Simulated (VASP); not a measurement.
# CaScB2 (P4/mmm) in VASP: a series of runs

CaScB2 is run at these levels: PBE; tasks: single point, relaxation of cell and atoms.

Program: VASP 6.6.1. These are calculated values, not measurements. Logs are shortened: lines on timing, memory, paths and dates and some standing lists are left out, and cuts for length are marked.

### 1 The cell of the first run

The structure is tetragonal, space group P4/mmm (No. 123). The conventional cell has a = 4.411 Å, b = 4.411 Å, c = 3.059 Å, α = 90.00°, β = 90.00°, γ = 90.00°. Ca (site symmetry 4/mmm) has 8 B at 2.68 Å and 2 Ca at 3.06 Å and 4 Sc at 3.12 Å within 3.5 Å. Sc (site symmetry 4/mmm) has 8 B at 2.68 Å and 2 Sc at 3.06 Å and 4 Ca at 3.12 Å within 3.5 Å. Within 3.5 Å of B (site symmetry mmm) lie 4 Ca at 2.68 Å and 4 Sc at 2.68 Å and 6 B at 3.06 to 3.12 Å.

### 2 Single point, PBE

INCAR

```
PREC = Accurate
ENCUT = 520
EDIFF = 1E-7
ISMEAR = 0
SIGMA = 0.1
LREAL = False
LASPH = True
NELM = 100
ALGO = Normal
ISIF = 2
LWAVE = False
LCHARG = True
GGA = PE
LELF = True
LVHAR = True
NBANDS = 22
```

KPOINTS

```
regular mesh
0
Gamma
  10 10 14
```

POSCAR

```
CaScB2
1.0
    4.4106815523      0.0000000000      0.0000000000
    0.0000000000      4.4106815523      0.0000000000
    0.0000000000      0.0000000000      3.0593707694
Ca Sc B
1 1 2
Direct
    0.5000000000      0.5000000000      0.5000000000
    0.0000000000      0.0000000000      0.5000000000
    0.0000000000      0.5000000000      0.0000000000
    0.5000000000      0.0000000000      0.0000000000
```

Potentials or basis: VASP PAW PBE potentials, release 64 (Ca_sv, Sc_sv, B).

Started as:

```bash
cat potpaw_PBE.64/Ca_sv/POTCAR potpaw_PBE.64/Sc_sv/POTCAR potpaw_PBE.64/B/POTCAR > POTCAR
mpirun -np 1 vasp_std > vasp.out
```

OUTCAR:

```text
PREC = Accurate
   ENCUT = 520
   EDIFF = 1E-7
   ISMEAR = 0
   LREAL = False
   LASPH = True
   NELM = 100
   ISIF = 2
   GGA = PE

 ion  position               nearest neighbor table
   1  0.500  0.500  0.500-   2 3.12   2 3.12   2 3.12   2 3.12
   2  0.000  0.000  0.500-   3 2.68   4 2.68   3 2.68   4 2.68   3 2.68   3 2.68   4 2.68   4 2.68
                             1 3.12   1 3.12   1 3.12   1 3.12
   3  0.000  0.500  0.000-   2 2.68   2 2.68   2 2.68   2 2.68
   4  0.500  0.000  0.000-   2 2.68   2 2.68   2 2.68   2 2.68

  LATTYP: Found a simple tetragonal cell.
 ALAT       =     4.4106815523
 C/A-ratio  =     0.6936276703

  Lattice vectors:

 A1 = (   4.4106815523,   0.0000000000,   0.0000000000)
 A2 = (   0.0000000000,   4.4106815523,   0.0000000000)
 A3 = (   0.0000000000,   0.0000000000,   3.0593707694)

Analysis of symmetry for initial positions (statically):
=====================================================================
 Subroutine PRICEL returns:
 Original cell was already a primitive cell.

 Routine SETGRP: Setting up the symmetry group for a
 simple tetragonal supercell.

 Subroutine GETGRP returns: Found 16 space group operations
 (whereof 16 operations were pure point group operations)
 out of a pool of 16 trial point group operations.

The static configuration has the point symmetry D_4h.

Analysis of symmetry for dynamics (positions and initial velocities):
=====================================================================
 Subroutine PRICEL returns:
 Original cell was already a primitive cell.

 Routine SETGRP: Setting up the symmetry group for a
 simple tetragonal supercell.

 Subroutine GETGRP returns: Found 16 space group operations
 (whereof 16 operations were pure point group operations)
 out of a pool of 16 trial point group operations.

The dynamic configuration has the point symmetry D_4h.

 Subroutine INISYM returns: Found 16 space group operations
 (whereof 16 operations are pure point group operations),
 and found     1 'primitive' translations

----------------------------------------------------------------------------------------

                                     Primitive cell

  volume of cell :      59.5173

  direct lattice vectors                    reciprocal lattice vectors
     4.410681552  0.000000000  0.000000000     0.226722330  0.000000000  0.000000000
     0.000000000  4.410681552  0.000000000     0.000000000  0.226722330  0.000000000
     0.000000000  0.000000000  3.059370769     0.000000000  0.000000000  0.326864599

  length of vectors
     4.410681552  4.410681552  3.059370769     0.226722330  0.226722330  0.326864599

  position of ions in fractional coordinates (direct lattice)
     0.500000000  0.500000000  0.500000000
     0.000000000  0.000000000  0.500000000
     0.000000000  0.500000000  0.000000000
     0.500000000  0.000000000  0.000000000

  ion indices of the primitive-cell ions
   primitive index   ion index
                 1           1
                 2           2
                 3           3
                 4           4

----------------------------------------------------------------------------------------

 KPOINTS: regular mesh

Automatic generation of k-mesh.
 Grid dimensions read from file:
 generate k-points for:   10   10   14

 Generating k-lattice:

  Cartesian coordinates                     Fractional coordinates (reciprocal lattice)
     0.022672233  0.000000000  0.000000000     0.100000000  0.000000000  0.000000000
     0.000000000  0.022672233  0.000000000     0.000000000  0.100000000  0.000000000
     0.000000000  0.000000000  0.023347471     0.000000000  0.000000000  0.071428571

  Length of vectors
     0.022672233  0.022672233  0.023347471

  Shift w.r.t. Gamma in fractional coordinates (k-lattice)
     0.000000000  0.000000000  0.000000000

 Subroutine IBZKPT returns following result:
 ===========================================

 Found    168 irreducible k-points:

 Following reciprocal coordinates:
            Coordinates               Weight
  0.000000  0.000000  0.000000      1.000000
  0.100000  0.000000  0.000000      4.000000
  0.200000  0.000000  0.000000      4.000000
  0.300000  0.000000  0.000000      4.000000
  0.400000  0.000000  0.000000      4.000000
  0.500000  0.000000  0.000000      2.000000
[... 16 lines left out ...]
  0.100000  0.000000  0.071429      8.000000
  0.200000  0.000000  0.071429      8.000000
 [... further k-points ...]
   k-points           NKPTS =    168   k-points in BZ     NKDIM =    168   number of bands    NBANDS=     22
   number of dos      NEDOS =    301   number of ions     NIONS =      4
   total plane-waves  NPLWV =  31104
   dimension x,y,z NGX =    36 NGY =   36 NGZ =   24
   dimension x,y,z NGXF=    72 NGYF=   72 NGZF=   48
   ions per type =               1   1   2
   NGX,Y,Z   is equivalent  to a cutoff of  13.57, 13.57, 13.04 a.u.
   NGXF,Y,Z  is equivalent  to a cutoff of  27.14, 27.14, 26.08 a.u.
 SYSTEM =  unknown system
   PREC   = accura    normal or accurate (medium, high low for compatibility)
   ISTART =      0    job   : 0-new  1-cont  2-samecut
   ICHARG =      2    charge: 1-file 2-atom 10-const
   ISPIN  =      1    spin polarized calculation?
   LNONCOLLINEAR =      F non collinear calculations
   LSORBIT =      F    spin-orbit coupling
   LASPH  =      T    aspherical Exc in radial PAW
   ENCUT  =  520.0 eV  38.22 Ry    6.18 a.u.   8.20  8.20  5.69*2*pi/ulx,y,z
   NELM   =    100;   NELMIN=  2; NELMDL= -5     # of ELM steps
   EDIFF  = 0.1E-06   stopping-criterion for ELM
   LREAL  =      F    real-space projection
   EDIFFG = 0.1E-05   stopping-criterion for IOM
   NSW    =      0    number of steps for IOM
   IBRION =     -1    ionic relax: 0-MD 1-quasi-New 2-CG
   NFREE  =      0    steps in history (QN), initial steepest desc. (CG)
   ISIF   =      2    stress and relaxation
   ISYM   =      2    0-nonsym 1-usesym 2-fastsym
   POTIM  = 0.5000    time-step for ionic-motion
   TEBEG  =    0.0;   TEEND  =   0.0 temperature during run
   PSTRESS=    0.0 pullay stress
   NELECT =      27.0000    total number of electrons
   NUPDOWN=      -1.0000    fix difference up-down
   EMIN   =  10.00;   EMAX   =-10.00  energy-range for DOS
   EFERMI =   0.00;   METHOD = LEGACY
   ISMEAR =     0;   SIGMA  =   0.10  broadening in eV -4-tet -1-fermi 0-gaus
   EFERMI_NEDOS =   21; number of points for ismear=-14 and -15
   IALGO  =     38    algorithm
   IMIX   =      4    mixing-type and parameters
     AMIX     =   0.40;   BMIX     =  1.00
     AMIX_MAG =   1.60;   BMIX_MAG =  1.00
  volume/ion in A,a.u.               =      14.88       100.41
  Fermi-wavevector in a.u.,A,eV,Ry     =   1.257906  2.377098 21.528878  1.582328
  Thomas-Fermi vector in A             =   2.391542
   LORBIT       =      0    0 simple, 1 ext, 2 COOP (PROOUT), +10 PAW based schemes
   GGA     = PE    functional components
   LHFCALC =     F    Hartree Fock is set to
   AEXX    =    0.0000 exact exchange contribution
   IVDW    =     0    specifies the selected vdW correction
   LEPSILON=     F    determine dielectric tensor
   LRPA    =     F    only Hartree local field effects (RPA)
 non-spin polarized calculation
 Gauss-broadening in eV      SIGMA  =   0.10
  energy-cutoff  :      520.00
  volume of cell :       59.52
 maximum number of plane-waves:      1640
 NGX is ok and might be reduce to    36
   NGX = 17   NGY = 17   NGZ = 11

 number of electron      27.0000001 magnetization

 Free energy of the ion-electron system (eV)
  ---------------------------------------------------
  ext. energy  EPLUGINS =         0.00000000
  ---------------------------------------------------
  free energy    TOTEN  =       -19.78852212 eV

  energy without entropy =      -19.77916515  energy(sigma->0) =      -19.78384364

 E-fermi :   4.5809     XC(G=0): -10.7091

 val. band max:        4.5806486472   @ k =   0.5000   0.4000   0.2143
 cond. band min:       4.5858200499   @ k =   0.5000   0.1000   0.0714
 fundamental gap:      0.0051714027
 Fermi energy:         4.5808661485

 k-point     1 :       0.0000    0.0000    0.0000
  band No.  band energies     occupation
      1     -44.7748      2.00000
      2     -34.9797      2.00000
      3     -23.4251      2.00000
      4     -23.4251      2.00000
      5     -23.2095      2.00000
      6     -16.1216      2.00000
[... 14 lines left out ...]
     21       8.6223      0.00000
     22       8.7998      0.00000

 k-point     2 :       0.1000    0.0000    0.0000
  band No.  band energies     occupation
      1     -44.7747      2.00000
      2     -34.9796      2.00000
      3     -23.4258      2.00000
      4     -23.4247      2.00000
      5     -23.2094      2.00000
      6     -16.1281      2.00000
[... 14 lines left out ...]
     21       8.7813      0.00000
     22       8.9633      0.00000

 k-point     3 :       0.2000    0.0000    0.0000
  band No.  band energies     occupation
      1     -44.7746      2.00000
      2     -34.9795      2.00000
      3     -23.4277      2.00000
      4     -23.4238      2.00000
      5     -23.2092      2.00000
      6     -16.1451      2.00000
[... 14 lines left out ...]
     21       9.0499      0.00000
     22       9.4049      0.00000

 k-point     4 :       0.3000    0.0000    0.0000
  band No.  band energies     occupation
      1     -44.7744      2.00000
      2     -34.9793      2.00000
      3     -23.4301      2.00000
      4     -23.4227      2.00000
      5     -23.2089      2.00000
      6     -16.1660      2.00000
[... 14 lines left out ...]
     21       9.2601      0.00000
     22       9.9061      0.00000

 k-point     5 :       0.4000    0.0000    0.0000
  band No.  band energies     occupation
      1     -44.7743      2.00000
      2     -34.9792      2.00000
      3     -23.4320      2.00000
      4     -23.4217      2.00000
      5     -23.2086      2.00000
      6     -16.1828      2.00000
[... 417 lines left out ...]
 k-point    22 :       0.0000    0.0000    0.0714
  band No.  band energies     occupation
      1     -44.7726      2.00000
      2     -34.9749      2.00000
      3     -23.4226      2.00000
      4     -23.4226      2.00000
      5     -23.2291      2.00000
      6     -16.1156      2.00000
[... 14 lines left out ...]
     21       8.0533      0.00000
     22       9.0097      0.00000

 k-point    23 :       0.1000    0.0000    0.0714
  band No.  band energies     occupation
      1     -44.7726      2.00000
      2     -34.9748      2.00000
      3     -23.4234      2.00000
      4     -23.4223      2.00000
      5     -23.2290      2.00000
      6     -16.1220      2.00000
[... 14 lines left out ...]
     21       8.2948      0.00000
     22       9.2203      0.00000

 k-point    24 :       0.2000    0.0000    0.0714
  band No.  band energies     occupation
      1     -44.7725      2.00000
      2     -34.9747      2.00000
      3     -23.4253      2.00000
      4     -23.4214      2.00000
      5     -23.2288      2.00000
      6     -16.1389      2.00000
[... 14 lines left out ...]
     21       8.7719      0.00000
     22       9.5699      0.00000

 [... further k-points ...]
[... 5 lines left out ...]
  --------------------------------------------------------------------------------------
  -------------------------------------------------------------------------------------
  Total        0.0995692      0.0995692      0.0886039      0.0000000      0.0000000     -0.0000000
  in kB        2.6803539      2.6803539      2.3851734      0.0000000      0.0000000     -0.0000000
  external PRESSURE =       2.5819604 kB  Pullay stress =       0.0000000 kB

 VOLUME and BASIS-vectors are now :
 -----------------------------------------------------------------------------
  energy-cutoff  :      520.00
  volume of cell :       59.52
      direct lattice vectors                 reciprocal lattice vectors
     4.410681552  0.000000000  0.000000000     0.226722330  0.000000000  0.000000000
     0.000000000  4.410681552  0.000000000     0.000000000  0.226722330  0.000000000
     0.000000000  0.000000000  3.059370769     0.000000000  0.000000000  0.326864599

 POSITION                                       TOTAL-FORCE (eV/Angst)
 -----------------------------------------------------------------------------------
      2.20534      2.20534      1.52969         0.000000      0.000000      0.000000
      0.00000      0.00000      1.52969         0.000000      0.000000      0.000000
      0.00000      2.20534      0.00000         0.000000      0.000000      0.000000
      2.20534      0.00000      0.00000         0.000000      0.000000      0.000000
 -----------------------------------------------------------------------------------
    total drift:                                0.000000      0.000000      0.000000

  FREE ENERGIE OF THE ION-ELECTRON SYSTEM (eV)
  ---------------------------------------------------
  free  energy   TOTEN  =       -19.7885221192 eV

  energy  without entropy=      -19.7791651550  energy(sigma->0) =      -19.78384364
```

It took 2.1 min on 1 thread of Intel Xeon 6975P-C (Granite Rapids), shared host; peak memory 0.36 GiB.

Results:

- Free energy: -19.7885 eV
- Pressure: 0.3 GPa

Levels at points of the mesh, in eV from the Fermi level:
| k point | band 10 | band 11 | band 12 | band 13 | band 14 | band 15 | band 16 | band 17 | band 18 | band 19 |
| --- | --- | --- | --- | --- | --- | --- | --- | --- | --- | --- |
| (0.00, 0.00, 0.00) | -5.75 | -1.38 | -1.38 | 0.06 | 0.50 | 1.82 | 2.70 | 2.70 | 2.91 | 2.91 |
| (0.50, 0.00, 0.00) | -6.98 | -1.63 | -0.84 | -0.79 | -0.60 | 1.13 | 1.59 | 2.52 | 3.03 | 3.15 |
| (0.50, 0.50, 0.00) | -5.97 | -4.32 | -3.63 | 0.43 | 0.88 | 1.16 | 1.16 | 1.53 | 1.94 | 5.06 |
| (0.00, 0.00, 0.50) | -3.95 | -2.75 | -2.75 | -2.73 | -2.62 | 1.04 | 1.04 | 1.39 | 4.67 | 4.77 |
| (0.50, 0.00, 0.50) | -5.30 | -2.51 | -2.43 | -1.62 | -0.90 | 1.42 | 1.82 | 2.05 | 2.36 | 3.43 |
| (0.50, 0.50, 0.50) | -5.63 | -1.68 | -1.36 | -1.36 | -0.83 | 0.97 | 1.14 | 2.37 | 3.04 | 3.04 |

(Part 1 of 2 ends here.)
